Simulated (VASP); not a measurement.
# InP (Fm-3m) in VASP: relaxation of the atoms with PBE

Aim: the relaxation of the atoms of InP with PBE.

All numbers are computed with VASP 6.6.1; they aren't measurements. Logs are shortened: lines on timing, memory, paths and dates and some standing lists are left out, and cuts for length are marked.

## (1) The cell of the first run

It takes space group Fm-3m (No. 225, cubic). Conventional cell: a = 5.710 Å, b = 5.710 Å, c = 5.710 Å, α = 90.00°, β = 90.00°, γ = 90.00°. In (site symmetry m-3m) has 6 P at 2.85 Å within 3.8 Å. Within 3.8 Å of P (site symmetry m-3m) lie 6 In at 2.85 Å.

## (2) Relaxation of the atoms, PBE

INCAR reads:

```
SYSTEM = InP
PREC = Accurate
ENCUT = 520
EDIFF = 1E-6
ISMEAR = -1
SIGMA = 0.02
LREAL = .False.
LASPH = .True.
NELM = 60
ALGO = Normal
ISIF = 2
LWAVE = .False.
LCHARG = .False.
GGA = PE
IBRION = 2
NSW = 80
EDIFFG = -0.02
```

KPOINTS reads:

```
regular mesh
0
Gamma
  8 8 8
  0 0 0
```

POSCAR reads:

```
InP
1.0
    0.0000000000      2.8550000000      2.8550000000
    2.8550000000      0.0000000000      2.8550000000
    2.8550000000      2.8550000000      0.0000000000
In P
1 1
Direct
    0.0000000000      0.0000000000      0.0000000000
    0.5000000000      0.5000000000      0.5000000000
```

Potentials or basis: VASP PAW PBE potentials, release 64 (In_d, P).

On the command line:

```
cat potpaw_PBE.64/In_d/POTCAR potpaw_PBE.64/P/POTCAR > POTCAR
mpirun -np 1 vasp_std > vasp.out
```

OUTCAR:

```text
SYSTEM = InP
   PREC = Accurate
   ENCUT = 520
   EDIFF = 1E-6
   ISMEAR = -1
   LREAL = .False.
   LASPH = .True.
   NELM = 60
   ISIF = 2
   GGA = PE
   IBRION = 2
   NSW = 80
   EDIFFG = -0.02

 ion  position               nearest neighbor table
   1  0.000  0.000  0.000-   2 2.85   2 2.85   2 2.85   2 2.85   2 2.85   2 2.85
   2  0.500  0.500  0.500-   1 2.85   1 2.85   1 2.85   1 2.85   1 2.85   1 2.85

  LATTYP: Found a face centered cubic cell.
 ALAT       =     5.7100000000

  Lattice vectors:

 A1 = (   0.0000000000,   2.8550000000,   2.8550000000)
 A2 = (   2.8550000000,   0.0000000000,   2.8550000000)
 A3 = (   2.8550000000,   2.8550000000,   0.0000000000)

Analysis of symmetry for initial positions (statically):
=====================================================================
 Subroutine PRICEL returns:
 Original cell was already a primitive cell.

 Routine SETGRP: Setting up the symmetry group for a
 face centered cubic supercell.

 Subroutine GETGRP returns: Found 48 space group operations
 (whereof 48 operations were pure point group operations)
 out of a pool of 48 trial point group operations.

The static configuration has the point symmetry O_h .

Analysis of symmetry for dynamics (positions and initial velocities):
=====================================================================
 Subroutine PRICEL returns:
 Original cell was already a primitive cell.

 Routine SETGRP: Setting up the symmetry group for a
 face centered cubic supercell.

 Subroutine GETGRP returns: Found 48 space group operations
 (whereof 48 operations were pure point group operations)
 out of a pool of 48 trial point group operations.

The dynamic configuration has the point symmetry O_h .

 Subroutine INISYM returns: Found 48 space group operations
 (whereof 48 operations are pure point group operations),
 and found     1 'primitive' translations

----------------------------------------------------------------------------------------

                                     Primitive cell

  volume of cell :      46.5424

  direct lattice vectors                    reciprocal lattice vectors
     0.000000000  2.855000000  2.855000000    -0.175131349  0.175131349  0.175131349
     2.855000000  0.000000000  2.855000000     0.175131349 -0.175131349  0.175131349
     2.855000000  2.855000000  0.000000000     0.175131349  0.175131349 -0.175131349

  length of vectors
     4.037579721  4.037579721  4.037579721     0.303336394  0.303336394  0.303336394

  position of ions in fractional coordinates (direct lattice)
     0.000000000  0.000000000  0.000000000
     0.500000000  0.500000000  0.500000000

  ion indices of the primitive-cell ions
   primitive index   ion index
                 1           1
                 2           2

----------------------------------------------------------------------------------------

 KPOINTS: regular mesh

Automatic generation of k-mesh.
 Grid dimensions read from file:
 generate k-points for:    8    8    8

 Generating k-lattice:

  Cartesian coordinates                     Fractional coordinates (reciprocal lattice)
    -0.021891419  0.021891419  0.021891419     0.125000000  0.000000000  0.000000000
     0.021891419 -0.021891419  0.021891419     0.000000000  0.125000000  0.000000000
     0.021891419  0.021891419 -0.021891419     0.000000000  0.000000000  0.125000000

  Length of vectors
     0.037917049  0.037917049  0.037917049

  Shift w.r.t. Gamma in fractional coordinates (k-lattice)
     0.000000000  0.000000000  0.000000000

 Subroutine IBZKPT returns following result:
 ===========================================

 Found     29 irreducible k-points:

 Following reciprocal coordinates:
            Coordinates               Weight
  0.000000  0.000000  0.000000      1.000000
  0.125000  0.000000  0.000000      8.000000
  0.250000  0.000000  0.000000      8.000000
  0.375000  0.000000  0.000000      8.000000
  0.500000  0.000000  0.000000      4.000000
  0.125000  0.125000  0.000000      6.000000
[... 16 lines left out ...]
  0.500000  0.250000  0.125000     48.000000
 -0.375000  0.250000  0.125000     24.000000
 [... further k-points ...]
   k-points           NKPTS =     29   k-points in BZ     NKDIM =     29   number of bands    NBANDS=     13
   number of dos      NEDOS =    301   number of ions     NIONS =      2
   total plane-waves  NPLWV =  27000
   dimension x,y,z NGX =    30 NGY =   30 NGZ =   30
   dimension x,y,z NGXF=    60 NGYF=   60 NGZF=   60
   ions per type =               1   1
   NGX,Y,Z   is equivalent  to a cutoff of  12.35, 12.35, 12.35 a.u.
   NGXF,Y,Z  is equivalent  to a cutoff of  24.70, 24.70, 24.70 a.u.
 SYSTEM =  InP
   PREC   = accura    normal or accurate (medium, high low for compatibility)
   ISTART =      0    job   : 0-new  1-cont  2-samecut
   ICHARG =      2    charge: 1-file 2-atom 10-const
   ISPIN  =      1    spin polarized calculation?
   LNONCOLLINEAR =      F non collinear calculations
   LSORBIT =      F    spin-orbit coupling
   LASPH  =      T    aspherical Exc in radial PAW
   ENCUT  =  520.0 eV  38.22 Ry    6.18 a.u.   7.51  7.51  7.51*2*pi/ulx,y,z
   NELM   =     60;   NELMIN=  2; NELMDL= -5     # of ELM steps
   EDIFF  = 0.1E-05   stopping-criterion for ELM
   LREAL  =      F    real-space projection
   EDIFFG = -.2E-01   stopping-criterion for IOM
   NSW    =     80    number of steps for IOM
   IBRION =      2    ionic relax: 0-MD 1-quasi-New 2-CG
   NFREE  =      1    steps in history (QN), initial steepest desc. (CG)
   ISIF   =      2    stress and relaxation
   ISYM   =      2    0-nonsym 1-usesym 2-fastsym
   POTIM  = 0.5000    time-step for ionic-motion
   TEBEG  =    0.0;   TEEND  =   0.0 temperature during run
   PSTRESS=    0.0 pullay stress
   NELECT =      18.0000    total number of electrons
   NUPDOWN=      -1.0000    fix difference up-down
   EMIN   =  10.00;   EMAX   =-10.00  energy-range for DOS
   EFERMI =   0.00;   METHOD = LEGACY
   ISMEAR =    -1;   SIGMA  =   0.02  broadening in eV -4-tet -1-fermi 0-gaus
   EFERMI_NEDOS =   21; number of points for ismear=-14 and -15
   IALGO  =     38    algorithm
   IMIX   =      4    mixing-type and parameters
     AMIX     =   0.40;   BMIX     =  1.00
     AMIX_MAG =   1.60;   BMIX_MAG =  1.00
  volume/ion in A,a.u.               =      23.27       157.04
  Fermi-wavevector in a.u.,A,eV,Ry     =   1.192750  2.253971 19.356375  1.422653
  Thomas-Fermi vector in A             =   2.328781
   LORBIT       =      0    0 simple, 1 ext, 2 COOP (PROOUT), +10 PAW based schemes
   GGA     = PE    functional components
   LHFCALC =     F    Hartree Fock is set to
   AEXX    =    0.0000 exact exchange contribution
   IVDW    =     0    specifies the selected vdW correction
   LEPSILON=     F    determine dielectric tensor
   LRPA    =     F    only Hartree local field effects (RPA)
 conjugate gradient relaxation of ions
 non-spin polarized calculation
  energy-cutoff  :      520.00
  volume of cell :       46.54
 maximum number of plane-waves:      1283
   NGX = 15   NGY = 15   NGZ = 15

 number of electron      17.9999993 magnetization

 Free energy of the ion-electron system (eV)
  ---------------------------------------------------
  ext. energy  EPLUGINS =         0.00000000
  ---------------------------------------------------
  free energy    TOTEN  =        -7.83302262 eV

  energy without entropy =       -7.83038115  energy(sigma->0) =       -7.83170189

 E-fermi :   6.0355     XC(G=0):  -9.9764

 val. band max:        6.0200363354   @ k =   0.3750   0.0000   0.0000
 cond. band min:       6.0467290682   @ k =  -0.3750   0.3750   0.0000
 fundamental gap:      0.0266927328
 Fermi energy:         6.0354713194

 k-point     1 :       0.0000    0.0000    0.0000
  band No.  band energies     occupation
      1      -8.1885      2.00000
      2      -8.1885      2.00000
      3      -8.1750      2.00000
      4      -8.1750      2.00000
      5      -8.1750      2.00000
      6      -5.3931      2.00000
      7       5.7597      2.00000
      8       5.7597      2.00000
      9       5.7597      2.00000
     10       5.7946      1.99999
     11      13.0456      0.00000
     12      13.0456      0.00000
     13      13.0456      0.00000

 k-point     2 :       0.1250    0.0000    0.0000
  band No.  band energies     occupation
      1      -8.1938      2.00000
      2      -8.1938      2.00000
      3      -8.1750      2.00000
      4      -8.1674      2.00000
      5      -8.1674      2.00000
      6      -5.2197      2.00000
      7       3.9300      2.00000
      8       5.7857      1.99999
      9       5.7857      1.99999
     10       7.3736      0.00000
     11      11.9929      0.00000
     12      12.3510      0.00000
     13      12.3510      0.00000

 k-point     3 :       0.2500    0.0000    0.0000
  band No.  band energies     occupation
      1      -8.2093      2.00000
      2      -8.2093      2.00000
      3      -8.1757      2.00000
      4      -8.1462      2.00000
      5      -8.1462      2.00000
      6      -4.7234      2.00000
      7       2.0869      2.00000
      8       5.8759      1.99931
      9       5.8759      1.99931
     10       8.3181      0.00000
     11      10.8634      0.00000
     12      10.8634      0.00000
     13      11.0097      0.00000
[... 305 lines left out ...]
 k-point    23 :       0.5000    0.2500    0.1250
  band No.  band energies     occupation
      1      -8.2791      2.00000
      2      -8.2038      2.00000
      3      -8.1720      2.00000
      4      -8.1333      2.00000
      5      -8.1175      2.00000
      6      -3.5942      2.00000
      7       0.8836      2.00000
      8       3.8915      2.00000
      9       5.0150      2.00000
     10       7.8127      0.00000
     11       9.8919      0.00000
     12      11.6488      0.00000
     13      12.3021      0.00000

 k-point    24 :      -0.3750    0.2500    0.1250
  band No.  band energies     occupation
      1      -8.2863      2.00000
      2      -8.2098      2.00000
      3      -8.1621      2.00000
      4      -8.1390      2.00000
      5      -8.1101      2.00000
      6      -3.2087      2.00000
      7       0.3224      2.00000
      8       3.9001      2.00000
      9       4.6254      2.00000
     10       8.0436      0.00000
     11       9.4638      0.00000
     12      11.6754      0.00000
     13      12.9513      0.00000

 [... further k-points ...]

------------------------ aborting loop because EDIFF is reached ----------------------------------------

  FORCE on cell =-STRESS in cart. coord.  units (eV):
  Direction    XX          YY          ZZ          XY          YZ          ZX
  --------------------------------------------------------------------------------------
  -------------------------------------------------------------------------------------
  Total       -1.5681458     -1.5681458     -1.5681458      0.0000000      0.0000000     -0.0000000
  in kB      -53.9819632    -53.9819632    -53.9819632      0.0000000      0.0000000     -0.0000000
  external PRESSURE =     -53.9819632 kB  Pullay stress =       0.0000000 kB

 VOLUME and BASIS-vectors are now :
 -----------------------------------------------------------------------------
  energy-cutoff  :      520.00
  volume of cell :       46.54
      direct lattice vectors                 reciprocal lattice vectors
     0.000000000  2.855000000  2.855000000    -0.175131349  0.175131349  0.175131349
     2.855000000  0.000000000  2.855000000     0.175131349 -0.175131349  0.175131349
     2.855000000  2.855000000  0.000000000     0.175131349  0.175131349 -0.175131349

 POSITION                                       TOTAL-FORCE (eV/Angst)
 -----------------------------------------------------------------------------------
      0.00000      0.00000      0.00000        -0.000000      0.000000      0.000000
      2.85500      2.85500      2.85500         0.000000     -0.000000     -0.000000
 -----------------------------------------------------------------------------------
    total drift:                               -0.000000      0.000000      0.000000

  FREE ENERGIE OF THE ION-ELECTRON SYSTEM (eV)
  ---------------------------------------------------
  free  energy   TOTEN  =        -7.8330226232 eV

  energy  without entropy=       -7.8303811548  energy(sigma->0) =       -7.83170189

 reached required accuracy - stopping structural energy minimisation
```

Run time: 28 s. Hardware: 1 thread of AMD EPYC 7R43 (Zen 3), shared host; peak memory 0.14 GiB.

What came out:

```yaml
Free_energy: -7.8330 eV
Pressure_after_relaxing: -5.4 GPa
Band_gap_on_the_k_mesh: zero (bands 9 and 10 overlap by 2.31 eV)
```

Final structure:
```xyz
2
Lattice="0.0000 2.8550 2.8550 2.8550 0.0000 2.8550 2.8550 2.8550 0.0000" Properties=species:S:1:pos:R:3 pbc="T T T"
In    0.0000    0.0000    0.0000
P     2.8550    2.8550    2.8550
```

Caveat: the relaxation stopped at its first step, so nothing moved; spin-orbit coupling is left out, which moves the levels of the heavy elements.

The gap in the log of VASP goes by the Fermi energy; the results here count the filled bands.